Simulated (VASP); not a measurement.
Ga4Sb3P, 8 atoms in the cell. The structure is orthorhombic, space group Pmm2 (No. 25). Conventional cell: a = 4.313 Å, b = 8.635 Å, c = 6.080 Å, α = 90.00°, β = 90.00°, γ = 90.00°. P (site symmetry mm2) has 4 Ga at 2.44 to 2.52 Å within 3.2 Å. Within 3.3 Å of Ga (site symmetry mm2) lie 2 P at 2.52 Å and 2 Sb at 2.70 Å. Ga (site symmetry m) has 1 P at 2.44 Å and 3 Sb at 2.69 to 2.75 Å within 3.2 Å. Within 3.5 Å of Ga (site symmetry mm2) lie 4 Sb at 2.68 to 2.69 Å. Within 3.5 Å of Sb (site symmetry m) lie 4 Ga at 2.68 to 2.70 Å. Within 3.5 Å of Sb (site symmetry mm2) lie 4 Ga at 2.69 to 2.75 Å.  This cell differs from its parent crystal: volume changed by +3%.

| Property | Result |
| --- | --- |
| Program | VASP 6.6.1 |
| Task | single point |
| Functional | PBE |
| Potentials or basis | VASP PAW PBE potentials, release 64 (P, Ga_d, Sb) |
| Cutoff | 520 eV |
| k mesh | 6 × 4 × 4 |
| Occupations | fermi-dirac, width 0.02 eV |
| Spin | no spin polarisation |
| Dipole correction | no |
| Further INCAR settings | ALGO = Normal; EDIFF = 1e-06; NBANDS = 46 |

Potentials or basis: VASP PAW PBE potentials, release 64 (P, Ga_d, Sb).

Launch:

```sh
$ cat potpaw_PBE.64/P/POTCAR potpaw_PBE.64/Ga_d/POTCAR potpaw_PBE.64/Sb/POTCAR > POTCAR
$ mpirun -np 1 vasp_std > vasp.out
```

Hardware: 1 thread of Oxide Virtual Turin-like Processor, on a shared host.

**Question.** How long does it take, and how much memory?

**Answer.** It took 4.2 min on 1 thread of Oxide Virtual Turin-like Processor, on a shared host, peak memory 0.47 GiB. Counts: scf iterations 14, k points 36.
